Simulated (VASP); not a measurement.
# N2 in VASP: single point with r2SCAN

Aim: the single point of N2 with r2SCAN.

All numbers are computed with VASP 6.6.1; they aren't measurements. Logs are shortened: lines on timing, memory, paths and dates and some standing lists are left out, and cuts for length are marked.

## (1) The cell of the first run

The cell holds a molecule in a box, 2 atoms: a = 12.000 Å, b = 12.300 Å, c = 12.600 Å, α = 90.00°, β = 90.00°, γ = 90.00°.

## (2) Single point, r2SCAN

POSCAR

```
N
1.0
   12.0000000000      0.0000000000      0.0000000000
    0.0000000000     12.3000000000      0.0000000000
    0.0000000000      0.0000000000     12.6000000000
N
2
Direct
    0.5000000000      0.5000000000      0.4566240054
    0.5000000000      0.5000000000      0.5433759946
```

INCAR.step1

```
SYSTEM = N
PREC = Accurate ; ENCUT = 1080
ISMEAR = -1 ; SIGMA = 0.01
LREAL = .FALSE. ; LASPH = .TRUE.
NELM = 120 ; NBANDS = 12
GGA = PE ; ALGO = Normal
EDIFF = 1E-5 ; LWAVE = .TRUE.
LCHARG = .FALSE. ; GGA_COMPAT = .FALSE.
NELMDL = -8
```

INCAR.step2

```
SYSTEM = N
PREC = Accurate ; ENCUT = 1080
EDIFF = 1E-6 ; ISMEAR = -1
SIGMA = 0.01 ; LREAL = .FALSE.
LASPH = .TRUE. ; NELM = 120
ALGO = Normal ; ISIF = 2
LWAVE = .FALSE. ; LCHARG = .FALSE.
METAGGA = R2SCAN ; LMIXTAU = .TRUE.
NBANDS = 12 ; ISTART = 1
GGA_COMPAT = .FALSE.
```

KPOINTS

```
Automatic mesh
0
G
  1 1 1
  0 0 0
```

Potentials or basis: VASP PAW PBE potentials, release 64 (N_h).

Run with:

```
> cat potpaw_PBE.64/N_h/POTCAR > POTCAR
> cp INCAR.step1 INCAR
> mpirun -np 1 vasp_gam > vasp.out
> cp INCAR.step2 INCAR
> mpirun -np 1 vasp_gam > vasp.out
```

OUTCAR:

```text
SYSTEM = N
   PREC = Accurate
   ENCUT = 1080
   EDIFF = 1E-6
   ISMEAR = -1
   LREAL = .FALSE.
   LASPH = .TRUE.
   NELM = 120
   ISIF = 2
   METAGGA = R2SCAN
   ISTART = 1

 ion  position               nearest neighbor table
   1  0.500  0.500  0.457-   2 1.09
   2  0.500  0.500  0.543-   1 1.09

  LATTYP: Found a simple orthorhombic cell.
 ALAT       =    12.0000000000
 B/A-ratio  =     1.0250000000
 C/A-ratio  =     1.0500000000

  Lattice vectors:

 A1 = (  12.0000000000,   0.0000000000,   0.0000000000)
 A2 = (   0.0000000000,  12.3000000000,   0.0000000000)
 A3 = (   0.0000000000,   0.0000000000,  12.6000000000)

Analysis of symmetry for initial positions (statically):
=====================================================================
 Subroutine PRICEL returns:
 Original cell was already a primitive cell.

 Routine SETGRP: Setting up the symmetry group for a
 simple orthorhombic supercell.

 Subroutine GETGRP returns: Found  8 space group operations
 (whereof  8 operations were pure point group operations)
 out of a pool of  8 trial point group operations.

The static configuration has the point symmetry D_2h.

Analysis of symmetry for dynamics (positions and initial velocities):
=====================================================================
 Subroutine PRICEL returns:
 Original cell was already a primitive cell.

 Routine SETGRP: Setting up the symmetry group for a
 simple orthorhombic supercell.

 Subroutine GETGRP returns: Found  8 space group operations
 (whereof  8 operations were pure point group operations)
 out of a pool of  8 trial point group operations.

The dynamic configuration has the point symmetry D_2h.

 Subroutine INISYM returns: Found  8 space group operations
 (whereof  8 operations are pure point group operations),
 and found     1 'primitive' translations

----------------------------------------------------------------------------------------

                                     Primitive cell

  volume of cell :    1859.7600

  direct lattice vectors                    reciprocal lattice vectors
    12.000000000  0.000000000  0.000000000     0.083333333  0.000000000  0.000000000
     0.000000000 12.300000000  0.000000000     0.000000000  0.081300813  0.000000000
     0.000000000  0.000000000 12.600000000     0.000000000  0.000000000  0.079365079

  length of vectors
    12.000000000 12.300000000 12.600000000     0.083333333  0.081300813  0.079365079

  position of ions in fractional coordinates (direct lattice)
     0.500000000  0.500000000  0.456624005
     0.500000000  0.500000000  0.543375995

  ion indices of the primitive-cell ions
   primitive index   ion index
                 1           1
                 2           2

----------------------------------------------------------------------------------------

 KPOINTS: Automatic mesh

Automatic generation of k-mesh.
 Grid dimensions read from file:
 generate k-points for:    1    1    1

 Generating k-lattice:

  Cartesian coordinates                     Fractional coordinates (reciprocal lattice)
     0.083333333  0.000000000  0.000000000     1.000000000  0.000000000  0.000000000
     0.000000000  0.081300813  0.000000000     0.000000000  1.000000000  0.000000000
     0.000000000  0.000000000  0.079365079     0.000000000  0.000000000  1.000000000

  Length of vectors
     0.083333333  0.081300813  0.079365079

  Shift w.r.t. Gamma in fractional coordinates (k-lattice)
     0.000000000  0.000000000  0.000000000

 Subroutine IBZKPT returns following result:
 ===========================================

 Found      1 irreducible k-points:

 Following reciprocal coordinates:
            Coordinates               Weight
  0.000000  0.000000  0.000000      1.000000
   k-points           NKPTS =      1   k-points in BZ     NKDIM =      1   number of bands    NBANDS=     12
   number of dos      NEDOS =    301   number of ions     NIONS =      2
   total plane-waves  NPLWV = ******
   dimension x,y,z NGX =   140 NGY =  140 NGZ =  140
   dimension x,y,z NGXF=   280 NGYF=  280 NGZF=  280
   ions per type =               2
   NGX,Y,Z   is equivalent  to a cutoff of  19.40, 18.92, 18.47 a.u.
   NGXF,Y,Z  is equivalent  to a cutoff of  38.79, 37.84, 36.94 a.u.
 SYSTEM =  N
   PREC   = accura    normal or accurate (medium, high low for compatibility)
   ISTART =      1    job   : 0-new  1-cont  2-samecut
   ICHARG =      0    charge: 1-file 2-atom 10-const
   ISPIN  =      1    spin polarized calculation?
   LNONCOLLINEAR =      F non collinear calculations
   LSORBIT =      F    spin-orbit coupling
   LASPH  =      T    aspherical Exc in radial PAW
   ENCUT  = 1080.0 eV  79.38 Ry    8.91 a.u.  32.16 32.96 33.76*2*pi/ulx,y,z
   NELM   =    120;   NELMIN=  2; NELMDL=  0     # of ELM steps
   EDIFF  = 0.1E-05   stopping-criterion for ELM
   LREAL  =      F    real-space projection
   EDIFFG = 0.1E-04   stopping-criterion for IOM
   NSW    =      0    number of steps for IOM
   IBRION =     -1    ionic relax: 0-MD 1-quasi-New 2-CG
   NFREE  =      0    steps in history (QN), initial steepest desc. (CG)
   ISIF   =      2    stress and relaxation
   ISYM   =      2    0-nonsym 1-usesym 2-fastsym
   POTIM  = 0.5000    time-step for ionic-motion
   TEBEG  =    0.0;   TEEND  =   0.0 temperature during run
   PSTRESS=    0.0 pullay stress
   NELECT =      10.0000    total number of electrons
   NUPDOWN=      -1.0000    fix difference up-down
   EMIN   =  10.00;   EMAX   =-10.00  energy-range for DOS
   EFERMI =   0.00;   METHOD = LEGACY
   ISMEAR =    -1;   SIGMA  =   0.01  broadening in eV -4-tet -1-fermi 0-gaus
   EFERMI_NEDOS =   21; number of points for ismear=-14 and -15
   IALGO  =     38    algorithm
   IMIX   =      4    mixing-type and parameters
     AMIX     =   0.40;   BMIX     =  1.00
     AMIX_MAG =   1.60;   BMIX_MAG =  1.00
  volume/ion in A,a.u.               =     929.88      6275.14
  Fermi-wavevector in a.u.,A,eV,Ry     =   0.286807  0.541986  1.119189  0.082258
  Thomas-Fermi vector in A             =   1.141954
   LORBIT       =      0    0 simple, 1 ext, 2 COOP (PROOUT), +10 PAW based schemes
   METAGGA = R2SCAN    functional components
   LHFCALC =     F    Hartree Fock is set to
   AEXX    =    0.0000 exact exchange contribution
   IVDW    =     0    specifies the selected vdW correction
   LEPSILON=     F    determine dielectric tensor
   LRPA    =     F    only Hartree local field effects (RPA)
 non-spin polarized calculation
  energy-cutoff  :     1080.00
  volume of cell :     1859.76
 maximum number of plane-waves:     74894
 NGX is ok and might be reduce to   140
   NGX = 65   NGY = 65   NGZ = 67

 number of electron      10.0000000 magnetization

 Free energy of the ion-electron system (eV)
  ---------------------------------------------------
  ext. energy  EPLUGINS =         0.00000000
  ---------------------------------------------------
  free energy    TOTEN  =       -18.42108860 eV

  energy without entropy =      -18.42108860  energy(sigma->0) =      -18.42108860

 E-fermi : -10.3136     XC(G=0):  -0.1836

 val. band max:      -10.6485836435   @ k =   0.0000   0.0000   0.0000
 cond. band min:      -1.4997560558   @ k =   0.0000   0.0000   0.0000
 fundamental gap:      9.1488275877
 Fermi energy:       -10.3135623441

 k-point     1 :       0.0000    0.0000    0.0000
  band No.  band energies     occupation
      1     -29.6177      2.00000
      2     -14.1535      2.00000
      3     -11.9284      2.00000
      4     -11.9284      2.00000
      5     -10.6486      2.00000
      6      -1.4998      0.00000
      7      -1.4997      0.00000
      8       0.0909      0.00000
      9       1.0079      0.00000
     10       1.0441      0.00000
     11       1.0448      0.00000
     12       1.0939      0.00000

------------------------ aborting loop because EDIFF is reached ----------------------------------------

  FORCE on cell =-STRESS in cart. coord.  units (eV):
  Direction    XX          YY          ZZ          XY          YZ          ZX
  --------------------------------------------------------------------------------------
  -------------------------------------------------------------------------------------
  Total       -0.0129950     -0.0129641     -0.0161055      0.0000000      0.0000000      0.0000000
  in kB       -0.0111951     -0.0111685     -0.0138748      0.0000000      0.0000000      0.0000000
  external PRESSURE =      -0.0120795 kB  Pullay stress =       0.0000000 kB

 VOLUME and BASIS-vectors are now :
 -----------------------------------------------------------------------------
  energy-cutoff  :     1080.00
  volume of cell :     1859.76
      direct lattice vectors                 reciprocal lattice vectors
    12.000000000  0.000000000  0.000000000     0.083333333  0.000000000  0.000000000
     0.000000000 12.300000000  0.000000000     0.000000000  0.081300813  0.000000000
     0.000000000  0.000000000 12.600000000     0.000000000  0.000000000  0.079365079

 POSITION                                       TOTAL-FORCE (eV/Angst)
 -----------------------------------------------------------------------------------
      6.00000      6.15000      5.75346         0.000000     -0.000000     -0.002084
      6.00000      6.15000      6.84654        -0.000000      0.000000      0.002084
 -----------------------------------------------------------------------------------
    total drift:                                0.000000      0.000000      0.000000

  FREE ENERGIE OF THE ION-ELECTRON SYSTEM (eV)
  ---------------------------------------------------
  free  energy   TOTEN  =       -18.4210885972 eV

  energy  without entropy=      -18.4210885972  energy(sigma->0) =      -18.42108860
```

It took 25 min on 1 thread of Intel Xeon Platinum 8488C (Sapphire Rapids), shared host; peak memory 4.5 GiB.

Results:

* Free energy: -18.4211 eV
* Gap between the frontier levels: 9.15 eV

Forces in eV/Å, atoms in the order of the input:
```
N    0.000  0.000 -0.002
N    0.000  0.000  0.002
```

Caveat: the PAW data sets were made with another functional, which shifts forces and pressure a little.
